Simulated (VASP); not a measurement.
The system is SiO2.

```
Si O
1.0
     5.01300    0.00000    0.00000
    -2.50650    4.34139    0.00000
     0.00000    0.00000    5.47000
Si O
3 6
Direct
  0.50000 0.50000 0.33333
  0.00000 0.50000 0.66667
  0.50000 0.00000 0.00000
  0.19700 0.80300 0.83333
  0.39400 0.19700 0.16667
  0.19700 0.39400 0.50000
  0.80300 0.19700 0.83333
  0.60600 0.80300 0.16667
  0.80300 0.60600 0.50000
```

* Program: VASP 6.6.1
* Task: relaxation of cell and atoms
* Functional: LDA
* Potentials or basis: VASP PAW LDA potentials, release 64 (Si, O)
* Cutoff: 600 eV
* k mesh: 6 × 6 × 6
* Occupations: fermi-dirac, width 0.02 eV
* Spin: no spin polarisation

At the start: pressure -2.0 GPa; volume 13.23 Å³/atom.

How do energy, volume and symmetry change on relaxing?

Over 13 steps the energy falls by 26.4 meV/atom and the volume is 13.54 Å³/atom (+2.3 %); space group P6_222 (No. 180, to 0.1 Å) before and after.

Step by step:
| step | energy change (eV) | largest force (eV/Å) | pressure (GPa) | volume (Å³) |
| --- | --- | --- | --- | --- |
| 1 | 0.0000 | 0.9011 | -2.01 | 119.05 |
| 2 | -0.1163 | 0.1639 | 5.75 | 116.20 |
| 3 | -0.1206 | 0.2801 | 4.46 | 116.65 |
| 4 | -0.2242 | 0.1116 | 0.92 | 120.24 |
| 5 | -0.2319 | 0.0550 | -0.30 | 121.57 |
| 6 | -0.2344 | 0.0024 | 0.23 | 121.45 |
| 7 | -0.2347 | 0.0350 | 0.52 | 121.38 |
| 8 | -0.2363 | 0.0341 | 0.16 | 121.71 |
| 9 | -0.2367 | 0.0335 | -0.14 | 122.00 |
| 10 | -0.2372 | 0.0303 | -0.04 | 121.92 |
| 11 | -0.2376 | 0.0232 | 0.17 | 121.72 |
| 12 | -0.2376 | 0.0046 | -0.19 | 121.89 |
| 13 | -0.2377 | 0.0073 | -0.04 | 121.82 |

Final structure:
```cif
data_structure
_symmetry_space_group_name_H-M 'P 1'
_symmetry_Int_Tables_number 1
_cell_length_a 5.0436
_cell_length_b 5.0436
_cell_length_c 5.5298
_cell_angle_alpha 90.000
_cell_angle_beta 90.000
_cell_angle_gamma 120.000
_cell_volume 121.82
loop_
_atom_site_label
_atom_site_type_symbol
_atom_site_fract_x
_atom_site_fract_y
_atom_site_fract_z
_atom_site_occupancy
Si1 Si 0.50000 0.50000 0.33333 1
Si2 Si 0.00000 0.50000 0.66667 1
Si3 Si 0.50000 0.00000 0.00000 1
O1 O 0.20808 0.79192 0.83333 1
O2 O 0.41617 0.20808 0.16667 1
O3 O 0.20808 0.41617 0.50000 1
O4 O 0.79192 0.20808 0.83333 1
O5 O 0.58383 0.79192 0.16667 1
O6 O 0.79192 0.58383 0.50000 1
```
